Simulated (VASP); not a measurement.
Here is a VASP 6.6.1 calculation.

File POSCAR:

```
Ta
1.0
    2.6574958639      0.0000000000      0.0000000000
   -1.3287479319      2.3014589286      0.0000000000
    0.0000000000      0.0000000000      6.1537474765
Ta
2
Direct
    0.6666666667      0.3333333333      0.7500000000
    0.3333333333      0.6666666667      0.2500000000
```

Contents of INCAR.step1:

```
PREC = Accurate
ENCUT = 520
ISMEAR = 0
SIGMA = 0.15
LREAL = False
LASPH = True
NELM = 80
NBANDS = 18
GGA = PE
ALGO = Normal
EDIFF = 1E-4
LWAVE = True
LCHARG = False
```

File INCAR.step2:

```
PREC = Accurate
ENCUT = 520
EDIFF = 1E-7
ISMEAR = 0
SIGMA = 0.15
LREAL = False
LASPH = True
NELM = 80
ALGO = Normal
ISIF = 2
LWAVE = False
LCHARG = False
METAGGA = R2SCAN
LMIXTAU = True
NBANDS = 18
ISTART = 1
```

File KPOINTS:

```
Automatic mesh
0
Gamma
  24 24 10
```

Potentials or basis: VASP PAW PBE potentials, release 64 (Ta_pv).

The run is started by

```console
$ cat potpaw_PBE.64/Ta_pv/POTCAR > POTCAR
$ cp INCAR.step1 INCAR
$ mpirun -np 1 vasp_std > vasp.out
$ cp INCAR.step2 INCAR
$ mpirun -np 1 vasp_std > vasp.out
```

Question: Predict the pressure.

Answer: 13.3 GPa.

Question: Estimate the band gap on the k mesh.

Answer: Zero (bands 11 and 12 overlap by 3.46 eV).

Stress tensor (GPa, compression positive):
```
 34.68   0.00   0.00
  0.00  34.68   0.00
  0.00   0.00 -29.60
```

Caveat: the stress differs along the axes, from -30 to 35 GPa; the PAW data sets were made with another functional, which shifts forces and pressure a little; spin-orbit coupling is left out, which moves the levels of the heavy elements.
